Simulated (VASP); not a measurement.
# Ba (P6/mmm) in VASP: a series of runs

Ba is run at these levels: PBEsol+D3(BJ), PBEsol; tasks: single point, relaxation of cell and atoms.

All numbers are computed with VASP 6.6.1; they aren't measurements. Logs are shortened: lines on timing, memory, paths and dates and some standing lists are left out, and cuts for length are marked.

## (1) The cell of the first run

Symmetry: P6/mmm, No. 191, hexagonal system. The conventional cell has a = 4.312 Å, b = 4.312 Å, c = 3.913 Å, α = 90.00°, β = 90.00°, γ = 120.00°. Ba (site symmetry 6/mmm) has 8 Ba at 3.91 to 4.31 Å within 5.1 Å.

## (2) Single point, PBEsol+D3(BJ)

Contents of INCAR:

```
SYSTEM = Ba
  PREC = Accurate
  ENCUT = 520
  EDIFF = 1E-7
  ISMEAR = -1
  SIGMA = 0.05
  LREAL = .False.
  LASPH = .True.
  NELM = 60
  ALGO = Normal
  ISIF = 2
  LWAVE = .False.
  LCHARG = .False.
  GGA = PS
  IVDW = 12
  NBANDS = 11
```

Contents of KPOINTS:

```
Automatic mesh
0
Gamma
  7 7 7
  0 0 0
```

Contents of POSCAR:

```
Ba
1.0
    4.3116136979      0.0000000000      0.0000000000
   -2.1558068490      3.7339669937      0.0000000000
    0.0000000000      0.0000000000      3.9134133000
Ba
1
Direct
    0.0000000000      0.0000000000      0.0000000000
```

Potentials or basis: VASP PAW PBE potentials, release 64 (Ba_sv).

Started as:

```sh
$ cat potpaw_PBE.64/Ba_sv/POTCAR > POTCAR
$ mpirun -np 1 vasp_std > vasp.out
```

OUTCAR:

```text
SYSTEM = Ba
   PREC = Accurate
   ENCUT = 520
   EDIFF = 1E-7
   ISMEAR = -1
   LREAL = .False.
   LASPH = .True.
   NELM = 60
   ISIF = 2
   GGA = PS
   IVDW = 12
 IVDW          = 12

 ion  position               nearest neighbor table
   1  0.000  0.000  0.000-

  LATTYP: Found a hexagonal cell.
 ALAT       =     4.3116136979
 C/A-ratio  =     0.9076446950

  Lattice vectors:

 A1 = (   4.3116136979,   0.0000000000,   0.0000000000)
 A2 = (  -2.1558068490,   3.7339669937,   0.0000000000)
 A3 = (   0.0000000000,   0.0000000000,   3.9134133000)

Analysis of symmetry for initial positions (statically):
=====================================================================
 Subroutine PRICEL returns:
 Original cell was already a primitive cell.

 Routine SETGRP: Setting up the symmetry group for a
 hexagonal supercell.

 Subroutine GETGRP returns: Found 24 space group operations
 (whereof 24 operations were pure point group operations)
 out of a pool of 24 trial point group operations.

The static configuration has the point symmetry D_6h.

Analysis of symmetry for dynamics (positions and initial velocities):
=====================================================================
 Subroutine PRICEL returns:
 Original cell was already a primitive cell.

 Routine SETGRP: Setting up the symmetry group for a
 hexagonal supercell.

 Subroutine GETGRP returns: Found 24 space group operations
 (whereof 24 operations were pure point group operations)
 out of a pool of 24 trial point group operations.

The dynamic configuration has the point symmetry D_6h.

 Subroutine INISYM returns: Found 24 space group operations
 (whereof 24 operations are pure point group operations),
 and found     1 'primitive' translations

----------------------------------------------------------------------------------------

                                     Primitive cell

  volume of cell :      63.0037

  direct lattice vectors                    reciprocal lattice vectors
     4.311613698  0.000000000  0.000000000     0.231931724  0.133905844  0.000000000
    -2.155806849  3.733966994  0.000000000     0.000000000  0.267811687  0.000000000
     0.000000000  0.000000000  3.913413300     0.000000000  0.000000000  0.255531405

  length of vectors
     4.311613698  4.311613698  3.913413300     0.267811687  0.267811687  0.255531405

  position of ions in fractional coordinates (direct lattice)
     0.000000000  0.000000000  0.000000000

  ion indices of the primitive-cell ions
   primitive index   ion index
                 1           1

----------------------------------------------------------------------------------------

 KPOINTS: Automatic mesh

Automatic generation of k-mesh.
 Grid dimensions read from file:
 generate k-points for:    7    7    7

 Generating k-lattice:

  Cartesian coordinates                     Fractional coordinates (reciprocal lattice)
     0.033133103  0.019129406  0.000000000     0.142857143  0.000000000  0.000000000
     0.000000000  0.038258812  0.000000000     0.000000000  0.142857143  0.000000000
     0.000000000  0.000000000  0.036504486     0.000000000  0.000000000  0.142857143

  Length of vectors
     0.038258812  0.038258812  0.036504486

  Shift w.r.t. Gamma in fractional coordinates (k-lattice)
     0.000000000  0.000000000  0.000000000

 Subroutine IBZKPT returns following result:
 ===========================================

 Found     32 irreducible k-points:

 Following reciprocal coordinates:
            Coordinates               Weight
  0.000000  0.000000  0.000000      1.000000
  0.142857  0.000000  0.000000      6.000000
  0.285714 -0.000000  0.000000      6.000000
  0.428571  0.000000  0.000000      6.000000
  0.142857  0.142857  0.000000      6.000000
  0.285714  0.142857  0.000000     12.000000
[... 16 lines left out ...]
  0.428571  0.142857  0.285714     12.000000
  0.285714  0.285714  0.285714     12.000000
 [... further k-points ...]
   k-points           NKPTS =     32   k-points in BZ     NKDIM =     32   number of bands    NBANDS=     11
   number of dos      NEDOS =    301   number of ions     NIONS =      1
   total plane-waves  NPLWV =  30720
   dimension x,y,z NGX =    32 NGY =   32 NGZ =   30
   dimension x,y,z NGXF=    64 NGYF=   64 NGZF=   60
   ions per type =               1
   NGX,Y,Z   is equivalent  to a cutoff of  12.34, 12.34, 12.74 a.u.
   NGXF,Y,Z  is equivalent  to a cutoff of  24.68, 24.68, 25.49 a.u.
 SYSTEM =  Ba
   PREC   = accura    normal or accurate (medium, high low for compatibility)
   ISTART =      0    job   : 0-new  1-cont  2-samecut
   ICHARG =      2    charge: 1-file 2-atom 10-const
   ISPIN  =      1    spin polarized calculation?
   LNONCOLLINEAR =      F non collinear calculations
   LSORBIT =      F    spin-orbit coupling
   LASPH  =      T    aspherical Exc in radial PAW
   ENCUT  =  520.0 eV  38.22 Ry    6.18 a.u.   8.02  8.02  7.28*2*pi/ulx,y,z
   NELM   =     60;   NELMIN=  2; NELMDL= -5     # of ELM steps
   EDIFF  = 0.1E-06   stopping-criterion for ELM
   LREAL  =      F    real-space projection
   EDIFFG = 0.1E-05   stopping-criterion for IOM
   NSW    =      0    number of steps for IOM
   IBRION =     -1    ionic relax: 0-MD 1-quasi-New 2-CG
   NFREE  =      0    steps in history (QN), initial steepest desc. (CG)
   ISIF   =      2    stress and relaxation
   ISYM   =      2    0-nonsym 1-usesym 2-fastsym
   POTIM  = 0.5000    time-step for ionic-motion
   TEBEG  =    0.0;   TEEND  =   0.0 temperature during run
   PSTRESS=    0.0 pullay stress
   NELECT =      10.0000    total number of electrons
   NUPDOWN=      -1.0000    fix difference up-down
   EMIN   =  10.00;   EMAX   =-10.00  energy-range for DOS
   EFERMI =   0.00;   METHOD = LEGACY
   ISMEAR =    -1;   SIGMA  =   0.05  broadening in eV -4-tet -1-fermi 0-gaus
   EFERMI_NEDOS =   21; number of points for ismear=-14 and -15
   IALGO  =     38    algorithm
   IMIX   =      4    mixing-type and parameters
     AMIX     =   0.40;   BMIX     =  1.00
     AMIX_MAG =   1.60;   BMIX_MAG =  1.00
  volume/ion in A,a.u.               =      63.00       425.17
  Fermi-wavevector in a.u.,A,eV,Ry     =   0.886379  1.675014 10.689660  0.785668
  Thomas-Fermi vector in A             =   2.007537
   LORBIT       =      0    0 simple, 1 ext, 2 COOP (PROOUT), +10 PAW based schemes
   GGA     = PS    functional components
   LHFCALC =     F    Hartree Fock is set to
   AEXX    =    0.0000 exact exchange contribution
   IVDW    =    12    specifies the selected vdW correction
   LEPSILON=     F    determine dielectric tensor
   LRPA    =     F    only Hartree local field effects (RPA)
 non-spin polarized calculation
  energy-cutoff  :      520.00
  volume of cell :       63.00
 maximum number of plane-waves:      1712
   NGX = 17   NGY = 17   NGZ = 15

 number of electron      10.0000001 magnetization

 Free energy of the ion-electron system (eV)
  ---------------------------------------------------
  ext. energy  EPLUGINS =         0.00000000
  ---------------------------------------------------
  free energy    TOTEN  =        -1.96487383 eV

  energy without entropy =       -1.95483913  energy(sigma->0) =       -1.95985648

 E-fermi :   1.5530     XC(G=0):  -7.4966

 val. band max:        1.5141876878   @ k =   0.2857   0.2857   0.2857
 cond. band min:       1.5556165804   @ k =   0.4286   0.1429   0.2857
 fundamental gap:      0.0414288926
 Fermi energy:         1.5530160353

 k-point     1 :       0.0000    0.0000    0.0000
  band No.  band energies     occupation
      1     -27.5314      2.00000
      2     -12.4443      2.00000
      3     -12.4443      2.00000
      4     -12.3340      2.00000
      5      -1.1741      2.00000
      6       1.6232      0.39462
      7       3.2235      0.00000
      8       3.2235      0.00000
      9       6.4179      0.00000
     10       6.4179      0.00000
     11       7.5956      0.00000

 k-point     2 :       0.1429    0.0000    0.0000
  band No.  band energies     occupation
      1     -27.5236      2.00000
      2     -12.5429      2.00000
      3     -12.4663      2.00000
      4     -12.3241      2.00000
      5      -0.8361      2.00000
      6       1.7623      0.02999
      7       2.7590      0.00000
      8       3.5702      0.00000
      9       5.8322      0.00000
     10       6.3308      0.00000
     11       8.5856      0.00000

 k-point     3 :       0.2857   -0.0000    0.0000
  band No.  band energies     occupation
      1     -27.5058      2.00000
      2     -12.7543      2.00000
      3     -12.5152      2.00000
      4     -12.3019      2.00000
      5      -0.0424      2.00000
      6       1.8539      0.00485
      7       2.3857      0.00000
      8       4.5527      0.00000
      9       5.0179      0.00000
     10       6.1485      0.00000
     11       8.0390      0.00000

 k-point     4 :       0.4286    0.0000    0.0000
  band No.  band energies     occupation
      1     -27.4914      2.00000
      2     -12.9148      2.00000
      3     -12.5537      2.00000
      4     -12.2840      2.00000
      5       0.5281      2.00000
      6       1.8455      0.00574
      7       2.5395      0.00000
      8       4.5516      0.00000
      9       5.9184      0.00000
     10       6.0137      0.00000
     11       7.4743      0.00000

 k-point     5 :       0.1429    0.1429    0.0000
  band No.  band energies     occupation
      1     -27.5107      2.00000
      2     -12.6832      2.00000
      3     -12.5164      2.00000
      4     -12.3081      2.00000
      5      -0.2450      2.00000
      6       1.9909      0.00031
      7       2.2293      0.00000
      8       4.2658      0.00000
      9       5.2580      0.00000
     10       6.1142      0.00000
     11       8.4340      0.00000
[... 211 lines left out ...]
 k-point    21 :       0.1429    0.1429    0.2857
  band No.  band energies     occupation
      1     -27.4712      2.00000
      2     -12.7824      2.00000
      3     -12.6256      2.00000
      4     -12.4681      2.00000
      5       0.5963      2.00000
      6       2.6315      0.00000
      7       2.6516      0.00000
      8       4.0738      0.00000
      9       4.2878      0.00000
     10       4.7756      0.00000
     11       8.5295      0.00000

 k-point    22 :       0.2857    0.1429    0.2857
  band No.  band energies     occupation
      1     -27.4555      2.00000
      2     -12.7800      2.00000
      3     -12.7486      2.00000
      4     -12.5370      2.00000
      5       1.0976      1.99978
      6       1.9758      0.00043
      7       3.3265      0.00000
      8       3.8137      0.00000
      9       4.0412      0.00000
     10       6.1797      0.00000
     11       8.1945      0.00000

 k-point    23 :       0.4286    0.1429    0.2857
  band No.  band energies     occupation
      1     -27.4485      2.00000
      2     -12.8417      2.00000
      3     -12.7378      2.00000
      4     -12.5681      2.00000
      5       1.3938      1.92053
      6       1.5556      0.97400
      7       3.4765      0.00000
      8       4.0282      0.00000
      9       4.3319      0.00000
     10       7.0112      0.00000
     11       7.2996      0.00000

 k-point    24 :       0.2857    0.2857    0.2857
  band No.  band energies     occupation
      1     -27.4468      2.00000
      2     -12.7800      2.00000
      3     -12.7342      2.00000
      4     -12.6588      2.00000
      5       1.5142      1.36988
      6       1.9521      0.00068
      7       3.4168      0.00000
      8       3.4901      0.00000
      9       4.0437      0.00000
     10       6.5894      0.00000
     11       8.0146      0.00000

 [... further k-points ...]

------------------------ aborting loop because EDIFF is reached ----------------------------------------

 Edisp (eV)   -0.25101

 E8    (eV) :    -0.1979

  FORCE on cell =-STRESS in cart. coord.  units (eV):
  Direction    XX          YY          ZZ          XY          YZ          ZX
  --------------------------------------------------------------------------------------
  -------------------------------------------------------------------------------------
  Total      -0.65731    -0.65731    -0.37089     0.00000     0.00000     0.00000
  in kB     -16.71524   -16.71524    -9.43172     0.00000     0.00000     0.00000
  external pressure =      -14.29 kB  Pullay stress =        0.00 kB

 VOLUME and BASIS-vectors are now :
 -----------------------------------------------------------------------------
  energy-cutoff  :      520.00
  volume of cell :       63.00
      direct lattice vectors                 reciprocal lattice vectors
     4.311613698  0.000000000  0.000000000     0.231931724  0.133905844  0.000000000
    -2.155806849  3.733966994  0.000000000     0.000000000  0.267811687  0.000000000
     0.000000000  0.000000000  3.913413300     0.000000000  0.000000000  0.255531405

 POSITION                                       TOTAL-FORCE (eV/Angst)
 -----------------------------------------------------------------------------------
      0.00000      0.00000      0.00000         0.000000      0.000000      0.000000
 -----------------------------------------------------------------------------------
    total drift:                                0.000000     -0.000000     -0.000000

  FREE ENERGIE OF THE ION-ELECTRON SYSTEM (eV)
  ---------------------------------------------------
  free  energy   TOTEN  =        -2.2158844335 eV

  energy  without entropy=       -2.2058497368  energy(sigma->0) =       -2.21086709
```

Wall time 11 s (1 thread of Intel Xeon Platinum 8488C (Sapphire Rapids), shared host); peak memory 0.18 GiB.

What came out:

| Item | Value |
| --- | --- |
| Free energy | -2.2159 eV |
| Pressure | -1.4 GPa |
| Band gap on the k mesh | zero (band 5 reaches 1.67 eV, above the bottom of band 6 at 1.49 eV) |
| Dispersion energy per atom | -0.251 eV |

Levels at points of the mesh, in eV from the Fermi level:
| k point | band 2 | band 3 | band 4 | band 5 | band 6 | band 7 | band 8 | band 9 |
| --- | --- | --- | --- | --- | --- | --- | --- | --- |
| (0.00, 0.00, 0.00) | -14.00 | -14.00 | -13.89 | -2.73 | 0.07 | 1.67 | 1.67 | 4.86 |

Caveat: three body term missing; the PAW data sets were made with another functional, which shifts forces and pressure a little; spin-orbit coupling is left out, which moves the levels of the heavy elements; pairwise dispersion overbinds metals, which lowers pressure and volume.

[end of part 1 of 2]
